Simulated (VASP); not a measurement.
# GaN (P6_3mc) in VASP: further runs, part 2 of 2

VASP 6.6.1.

### 3 Single point, r2SCAN (strain -0.5%)

POSCAR

```
GaN
1.0
    3.1672336624      0.0000000000      0.0000000000
   -1.5836168312      2.7429048114      0.0000000000
    0.0000000000      0.0000000000      5.1577073312
Ga N
2 2
Direct
    0.3333333333      0.6666666667     -0.0008868077
    0.6666666667      0.3333333333      0.4991131923
    0.3333333333      0.6666666667      0.3758868077
    0.6666666667      0.3333333333      0.8758868077
```

INCAR.step1

```
PREC = Accurate
ENCUT = 520
ISMEAR = 0
SIGMA = 0.01
LREAL = False
LASPH = True
NELM = 100
NBANDS = 26
GGA = PE
ALGO = Normal
EDIFF = 1E-4
LWAVE = True
LCHARG = False
```

INCAR.step2

```
PREC = Accurate
ENCUT = 520
EDIFF = 1E-7
ISMEAR = 0
SIGMA = 0.01
LREAL = False
LASPH = True
NELM = 100
ALGO = Normal
ISIF = 2
LWAVE = False
LCHARG = False
METAGGA = R2SCAN
LMIXTAU = True
NBANDS = 26
ISTART = 1
```

KPOINTS

```
regular mesh
0
Gamma
  12 12 6
```

Potentials or basis: VASP PAW PBE potentials, release 64 (Ga_d, N).

On the command line:

```console
$ cat potpaw_PBE.64/Ga_d/POTCAR potpaw_PBE.64/N/POTCAR > POTCAR
$ cp INCAR.step1 INCAR
$ mpirun -np 1 vasp_std > vasp.out
$ cp INCAR.step2 INCAR
$ mpirun -np 1 vasp_std > vasp.out
```

OUTCAR:

```text
PREC = Accurate
   ENCUT = 520
   EDIFF = 1E-7
   ISMEAR = 0
   LREAL = False
   LASPH = True
   NELM = 100
   ISIF = 2
   METAGGA = R2SCAN
   ISTART = 1

 ion  position               nearest neighbor table
   1  0.333  0.667  0.999-   4 1.94   4 1.94   4 1.94   3 1.94
   2  0.667  0.333  0.499-   3 1.94   3 1.94   3 1.94   4 1.94
   3  0.333  0.667  0.376-   2 1.94   2 1.94   2 1.94   1 1.94
   4  0.667  0.333  0.876-   1 1.94   1 1.94   1 1.94   2 1.94

  LATTYP: Found a hexagonal cell.
 ALAT       =     3.1672336624
 C/A-ratio  =     1.6284581060

  Lattice vectors:

 A1 = (   3.1672336624,   0.0000000000,   0.0000000000)
 A2 = (  -1.5836168312,   2.7429048114,   0.0000000000)
 A3 = (   0.0000000000,   0.0000000000,   5.1577073312)

Analysis of symmetry for initial positions (statically):
=====================================================================
 Subroutine PRICEL returns:
 Original cell was already a primitive cell.

 Routine SETGRP: Setting up the symmetry group for a
 hexagonal supercell.

 Subroutine GETGRP returns: Found 12 space group operations
 (whereof  6 operations were pure point group operations)
 out of a pool of 24 trial point group operations.

The static configuration has the point symmetry C_3v.
 The point group associated with its full space group is C_6v.

Analysis of symmetry for dynamics (positions and initial velocities):
=====================================================================
 Subroutine PRICEL returns:
 Original cell was already a primitive cell.

 Routine SETGRP: Setting up the symmetry group for a
 hexagonal supercell.

 Subroutine GETGRP returns: Found 12 space group operations
 (whereof  6 operations were pure point group operations)
 out of a pool of 24 trial point group operations.

The dynamic configuration has the point symmetry C_3v.
 The point group associated with its full space group is C_6v.

 Subroutine INISYM returns: Found 12 space group operations
 (whereof  6 operations are pure point group operations),
 and found     1 'primitive' translations

----------------------------------------------------------------------------------------

                                     Primitive cell

  volume of cell :      44.8072

  direct lattice vectors                    reciprocal lattice vectors
     3.167233662  0.000000000  0.000000000     0.315732941  0.182288499  0.000000000
    -1.583616831  2.742904811  0.000000000     0.000000000  0.364576997  0.000000000
     0.000000000  0.000000000  5.157707331     0.000000000  0.000000000  0.193884596

  length of vectors
     3.167233662  3.167233662  5.157707331     0.364576997  0.364576997  0.193884596

  position of ions in fractional coordinates (direct lattice)
     0.333333333  0.666666667  0.999113192
     0.666666667  0.333333333  0.499113192
     0.333333333  0.666666667  0.375886808
     0.666666667  0.333333333  0.875886808

  ion indices of the primitive-cell ions
   primitive index   ion index
                 1           1
                 2           2
                 3           3
                 4           4

----------------------------------------------------------------------------------------

 KPOINTS: regular mesh

Automatic generation of k-mesh.
 Grid dimensions read from file:
 generate k-points for:   12   12    6

 Generating k-lattice:

  Cartesian coordinates                     Fractional coordinates (reciprocal lattice)
     0.026311078  0.015190708  0.000000000     0.083333333  0.000000000  0.000000000
     0.000000000  0.030381416  0.000000000     0.000000000  0.083333333  0.000000000
     0.000000000  0.000000000  0.032314099     0.000000000  0.000000000  0.166666667

  Length of vectors
     0.030381416  0.030381416  0.032314099

  Shift w.r.t. Gamma in fractional coordinates (k-lattice)
     0.000000000  0.000000000  0.000000000

 Subroutine IBZKPT returns following result:
 ===========================================

 Found     76 irreducible k-points:

 Following reciprocal coordinates:
            Coordinates               Weight
  0.000000  0.000000  0.000000      1.000000
  0.083333 -0.000000  0.000000      6.000000
  0.166667  0.000000  0.000000      6.000000
  0.250000 -0.000000  0.000000      6.000000
  0.333333  0.000000  0.000000      6.000000
  0.416667 -0.000000  0.000000      6.000000
[... 16 lines left out ...]
  0.250000 -0.000000  0.166667     12.000000
  0.333333  0.000000  0.166667     12.000000
 [... further k-points ...]
   k-points           NKPTS =     76   k-points in BZ     NKDIM =     76   number of bands    NBANDS=     26
   number of dos      NEDOS =    301   number of ions     NIONS =      4
   total plane-waves  NPLWV =  23040
   dimension x,y,z NGX =    24 NGY =   24 NGZ =   40
   dimension x,y,z NGXF=    48 NGYF=   48 NGZF=   80
   ions per type =               2   2
   NGX,Y,Z   is equivalent  to a cutoff of  12.60, 12.60, 12.89 a.u.
   NGXF,Y,Z  is equivalent  to a cutoff of  25.19, 25.19, 25.79 a.u.
 SYSTEM =  unknown system
   PREC   = accura    normal or accurate (medium, high low for compatibility)
   ISTART =      1    job   : 0-new  1-cont  2-samecut
   ICHARG =      0    charge: 1-file 2-atom 10-const
   ISPIN  =      1    spin polarized calculation?
   LNONCOLLINEAR =      F non collinear calculations
   LSORBIT =      F    spin-orbit coupling
   LASPH  =      T    aspherical Exc in radial PAW
   ENCUT  =  520.0 eV  38.22 Ry    6.18 a.u.   5.89  5.89  9.59*2*pi/ulx,y,z
   NELM   =    100;   NELMIN=  2; NELMDL=  0     # of ELM steps
   EDIFF  = 0.1E-06   stopping-criterion for ELM
   LREAL  =      F    real-space projection
   EDIFFG = 0.1E-05   stopping-criterion for IOM
   NSW    =      0    number of steps for IOM
   IBRION =     -1    ionic relax: 0-MD 1-quasi-New 2-CG
   NFREE  =      0    steps in history (QN), initial steepest desc. (CG)
   ISIF   =      2    stress and relaxation
   ISYM   =      2    0-nonsym 1-usesym 2-fastsym
   POTIM  = 0.5000    time-step for ionic-motion
   TEBEG  =    0.0;   TEEND  =   0.0 temperature during run
   PSTRESS=    0.0 pullay stress
   NELECT =      36.0000    total number of electrons
   NUPDOWN=      -1.0000    fix difference up-down
   EMIN   =  10.00;   EMAX   =-10.00  energy-range for DOS
   EFERMI =   0.00;   METHOD = LEGACY
   ISMEAR =     0;   SIGMA  =   0.01  broadening in eV -4-tet -1-fermi 0-gaus
   EFERMI_NEDOS =   21; number of points for ismear=-14 and -15
   IALGO  =     38    algorithm
   IMIX   =      4    mixing-type and parameters
     AMIX     =   0.40;   BMIX     =  1.00
     AMIX_MAG =   1.60;   BMIX_MAG =  1.00
  volume/ion in A,a.u.               =      11.20        75.59
  Fermi-wavevector in a.u.,A,eV,Ry     =   1.521925  2.876021 31.514558  2.316255
  Thomas-Fermi vector in A             =   2.630574
   LORBIT       =      0    0 simple, 1 ext, 2 COOP (PROOUT), +10 PAW based schemes
   METAGGA = R2SCAN    functional components
   LHFCALC =     F    Hartree Fock is set to
   AEXX    =    0.0000 exact exchange contribution
   IVDW    =     0    specifies the selected vdW correction
   LEPSILON=     F    determine dielectric tensor
   LRPA    =     F    only Hartree local field effects (RPA)
 non-spin polarized calculation
 Gauss-broadening in eV      SIGMA  =   0.01
  energy-cutoff  :      520.00
  volume of cell :       44.81
 maximum number of plane-waves:      1221
 NGX is ok and might be reduce to    24
   NGX = 11   NGY = 11   NGZ = 19

 number of electron      36.0000017 magnetization

 Free energy of the ion-electron system (eV)
  ---------------------------------------------------
  ext. energy  EPLUGINS =         0.00000000
  ---------------------------------------------------
  free energy    TOTEN  =       -43.80925622 eV

  energy without entropy =      -43.80925622  energy(sigma->0) =      -43.80925622

 E-fermi :   5.3567     XC(G=0): -12.7527

 val. band max:        5.2668648438   @ k =   0.0000   0.0000   0.0000
 cond. band min:       7.7146809092   @ k =   0.0000   0.0000   0.0000
 fundamental gap:      2.4478160653
 Fermi energy:         5.3567208787

 k-point     1 :       0.0000    0.0000    0.0000
  band No.  band energies     occupation
      1     -11.6774      2.00000
      2     -10.6249      2.00000
      3      -8.5736      2.00000
      4      -8.5572      2.00000
      5      -8.5572      2.00000
      6      -8.4854      2.00000
[... 18 lines left out ...]
     25      17.8713      0.00000
     26      17.8714      0.00000
[... 644 lines left out ...]
      4      -8.4630      2.00000
      5      -8.3950      2.00000
      6      -8.3290      2.00000
[... 18 lines left out ...]
     25      17.5010      0.00000
     26      19.3374      0.00000

 [... further k-points ...]
[... 5 lines left out ...]
  --------------------------------------------------------------------------------------
  -------------------------------------------------------------------------------------
  Total        1.1895707      1.1895707      1.1374398      0.0000000     -0.0000000      0.0000000
  in kB       42.5356717     42.5356717     40.6716203      0.0000000     -0.0000000      0.0000000
  external PRESSURE =      41.9143212 kB  Pullay stress =       0.0000000 kB

 VOLUME and BASIS-vectors are now :
 -----------------------------------------------------------------------------
  energy-cutoff  :      520.00
  volume of cell :       44.81
      direct lattice vectors                 reciprocal lattice vectors
     3.167233662  0.000000000  0.000000000     0.315732941  0.182288499  0.000000000
    -1.583616831  2.742904811  0.000000000     0.000000000  0.364576997  0.000000000
     0.000000000  0.000000000  5.157707331     0.000000000  0.000000000  0.193884596

 POSITION                                       TOTAL-FORCE (eV/Angst)
 -----------------------------------------------------------------------------------
     -0.00000      1.82860      5.15313        -0.000000      0.000000      0.007586
      1.58362      0.91430      2.57428        -0.000000      0.000000      0.007586
     -0.00000      1.82860      1.93871         0.000000     -0.000000     -0.007586
      1.58362      0.91430      4.51757         0.000000      0.000000     -0.007586
 -----------------------------------------------------------------------------------
    total drift:                                0.000002      0.000004      0.036910

  FREE ENERGIE OF THE ION-ELECTRON SYSTEM (eV)
  ---------------------------------------------------
  free  energy   TOTEN  =       -43.8092562159 eV

  energy  without entropy=      -43.8092562159  energy(sigma->0) =      -43.80925622
```

It took 3.7 min on 1 thread of Intel Xeon 6975P-C (Granite Rapids), shared host; peak memory 0.21 GiB.

What came out:

* Free energy: -43.8093 eV
* Pressure: 4.2 GPa
* Largest force: 0.008 eV/Å
* Band gap on the k mesh: 2.45 eV, direct

Forces on the atoms (eV/Å):
```
Ga   0.000  0.000  0.008
Ga   0.000  0.000  0.008
N    0.000  0.000 -0.008
N    0.000  0.000 -0.008
```

Stress tensor (GPa, compression positive):
```
4.25 0.00 0.00
0.00 4.25 0.00
0.00 0.00 4.07
```

Levels at points of the mesh, in eV from the valence-band top:
```csv
k point,band 14,band 15,band 16,band 17,band 18,band 19,band 20,band 21,band 22,band 23
"(0.00, 0.00, 0.00)",-1.09,-1.09,-0.04,0.00,0.00,2.45,4.92,10.05,10.68,10.68
"(0.50, 0.00, 0.00)",-5.45,-4.37,-2.89,-2.28,-1.05,5.63,6.21,6.60,9.48,11.14
"(0.00, 0.00, 0.50)",-3.96,-0.56,-0.56,-0.56,-0.56,4.87,4.87,9.26,9.26,11.20
"(0.50, 0.00, 0.50)",-6.80,-2.05,-2.05,-1.98,-1.98,4.94,4.94,8.52,8.52,10.86
```

Caveat: the cell differs from its parent crystal (strain -0.5%); the PAW data sets were made with another functional, which shifts forces and pressure a little.
